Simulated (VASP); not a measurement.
**TiSb3P4: single point with PBE**

TiSb3P4:

```
CELL_PARAMETERS angstrom
-3.37110 3.37110 3.37110
3.37110 -3.37110 3.37110
3.37110 3.37110 -3.37110
ATOMIC_POSITIONS crystal
Ti 0.00000 0.00000 0.00000
Sb 0.00000 0.50000 0.50000
Sb 0.50000 0.00000 0.50000
Sb 0.50000 0.50000 0.00000
P 0.50000 0.50000 0.50000
P 0.00000 0.00000 0.50000
P 0.00000 0.50000 0.00000
P 0.50000 0.00000 0.00000
```

```json
{"Program": "VASP 6.6.1", "Task": "single point", "Functional": "PBE", "Potentials or basis": "VASP PAW PBE potentials, release 64 (Ti_sv, Sb, P)", "Cutoff": "520 eV", "k mesh": "4 × 4 × 4", "Occupations": "gaussian, width 0.1 eV", "Spin": "no spin polarisation"}
```

```json
{
  "Pressure": "-0.2 GPa"
}
```

Levels at points of the mesh, in eV from the Fermi level:
```csv
k point,band 19,band 20,band 21,band 22,band 23,band 24,band 25,band 26,band 27,band 28
"(0.00, 0.00, 0.00)",-1.96,-1.96,-0.16,-0.16,0.41,0.41,0.41,0.67,0.67,0.76
"(0.50, 0.00, 0.00)",-2.41,-2.13,-1.49,-1.23,-0.98,-0.57,-0.27,0.22,0.28,0.29
"(0.50, 0.50, 0.50)",-0.89,-0.89,-0.89,-0.08,-0.08,-0.08,-0.02,-0.02,0.44,0.44
```

Wall time 36 s on 1 thread of Intel(R) Xeon(R) 6975P-C (Granite Rapids) (shared host), peak memory 0.33 GiB.

Caveat: spin-orbit coupling is left out, which moves the levels of the heavy elements.
